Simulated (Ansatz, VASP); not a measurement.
# Two plane-wave programs on TiAl

The input INCAR:

```
SYSTEM = TiAl
PREC     = Accurate       ! precision mode
ENCUT    = 520            ! plane-wave cutoff, eV
EDIFF    = 1E-6           ! SCF threshold, eV
ISMEAR   = 0              ! smearing method
SIGMA    = 0.15           ! smearing width, eV
LREAL    = .FALSE.        ! projectors in reciprocal space
LASPH    = .TRUE.         ! aspherical terms in the spheres
NELM     = 60             ! most SCF steps
ALGO     = Fast           ! electronic algorithm
ISIF     = 2              ! what is computed and relaxed
LWAVE    = .FALSE.        ! write WAVECAR
LCHARG   = .FALSE.        ! write CHGCAR
GGA      = CA             ! functional
NBANDS   = 14             ! bands
```

The input KPOINTS:

```
regular mesh
0
G
  16 16 16
  0 0 0
```

POSCAR

```
TiAl
1.0
    2.9387679644      0.0000000000      0.0000000000
    0.0000000000      2.9387679644      0.0000000000
    0.0000000000      0.0000000000      3.1068654919
Ti Al
1 1
Direct
    0.0000000000      0.0000000000      0.0000000000
    0.5000000000      0.5000000000      0.5000000000
```

Input for Ansatz:

```yaml
crystal:
  lattice:
    - [2.9387679644, 0.0, 0.0]
    - [0.0, 2.9387679644, 0.0]
    - [0.0, 0.0, 3.1068654919]
  atoms:
    - { symbol: Ti, position: [0.0, 0.0, 0.0] }
    - { symbol: Al, position: [0.5, 0.5, 0.5] }
basis:
  ecutwfc: 520.0
kpoints:
  mp_grid: { grid: [16, 16, 16] }
hamiltonian:
  xc: lda
  pseudopotentials: { kind: paw, azcp: { folder: soft_1 } }
scf:
  occupations: { method: gaussian, width: 0.15 }
output:
  forces: true
  stress: true
  eigenvalues: true
```

Alike in both runs: task single point; functional LDA; k mesh 16 × 16 × 16; occupations gaussian, width 0.15 eV; no spin polarisation.

```csv
,VASP,Ansatz
version,VASP 6.6.1,Ansatz 0.2.0
potentials or method,"VASP PAW LDA potentials, release 64 (Ti_sv, Al), cutoff 520 eV","scalar-relativistic, plane waves, PAW"
valence electrons in the cell,15,15
```

|  | VASP | Ansatz | Ansatz less VASP |
| --- | --- | --- | --- |
| gap on the k mesh at the Fermi level (eV) | none | none | - |
| pressure (GPa) | 21.0 | 20.7 | -0.22 |
| traceless stress, the component that is largest in VASP (GPa) | 3.54 | 3.53 | -0.016 |

Ansatz warns that its potentials were made for another functional, while VASP's fit it. LDA's correlation is that of Perdew and Zunger in VASP and of Perdew and Wang (1992) in Ansatz. A gap of «none» marks a metal or a gap that the smearing closes.
